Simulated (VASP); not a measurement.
Wanted: the native input for a VASP 6.6.1 run.

| Item | Value |
| --- | --- |
| Task | relaxation of cell and atoms |
| Functional | PBEsol |
| Potentials or basis | VASP PAW PBE potentials, release 64 (Pb_d) |
| Cutoff | 600 eV |
| k mesh | 9 × 9 × 14 |
| Occupations | gaussian, width 0.1 eV |
| Spin | no spin polarisation |
| Dipole correction | no |
| Further INCAR settings | ALGO = Fast; EDIFF = 1e-06; IBRION = 2; EDIFFG = -0.01; NSW = 100; ISIF = 3 |

The structure of Pb lies in POSCAR:

```
Pb
1.0
    5.5911051584      0.0000000000      0.0000000000
   -2.7955525792      4.8420391024      0.0000000000
    0.0000000000      0.0000000000      3.3042939933
Pb
3
Direct
    0.0000000000      0.0000000000      0.0000000000
    0.3333333333      0.6666666667      0.5000000000
    0.6666666667      0.3333333333      0.5000000000
```

One way to write it, as run:

INCAR

```
ALGO     = Fast           # electronic algorithm
EDIFF    = 1E-6           # SCF threshold, eV
EDIFFG   = -0.01          # ionic threshold
ENCUT    = 600            # plane-wave cutoff, eV
GGA      = PS             # functional
IBRION   = 2              # ionic algorithm
ISIF     = 3              # what is computed and relaxed
ISMEAR   = 0              # smearing method
LASPH    = True           # aspherical terms in the spheres
LCHARG   = False          # write CHGCAR
LREAL    = False          # projectors in reciprocal space
LWAVE    = False          # write WAVECAR
NELM     = 80             # most SCF steps
NSW      = 100            # ionic steps
PREC     = Accurate       # precision mode
SIGMA    = 0.1            # smearing width, eV
```

KPOINTS

```
k-points
0
Gamma
  9 9 14
```

Potentials or basis: VASP PAW PBE potentials, release 64 (Pb_d).

Run with:

```bash
$ cat potpaw_PBE.64/Pb_d/POTCAR > POTCAR
$ mpirun -np 1 vasp_std > vasp.out
```

Results of the run:

| Item | Value |
| --- | --- |
| Relaxed volume | 30.07 Å³/atom |
| Relaxed cell | a = 5.570 Å, b = 5.570 Å, c = 3.358 Å, α = 90.00°, β = 90.00°, γ = 120.00° |
| Space group after relaxing (to 0.05 Å) | P6/mmm (No. 191) |
| Energy gained by relaxing | 1.7 meV/atom |
| Ionic steps | 4 |
| Pressure after relaxing | 0.0 GPa |
| Band gap on the k mesh | zero (band 21 reaches 9.04 eV, above the bottom of band 22 at 5.09 eV) |

Caveat: the PAW data sets were made with another functional, which shifts forces and pressure a little; spin-orbit coupling is left out, which moves the levels of the heavy elements.

Wall time 5 min on 1 thread of Intel(R) Xeon(R) 6975P-C (Granite Rapids), with other jobs on the host, peak memory 0.39 GiB.
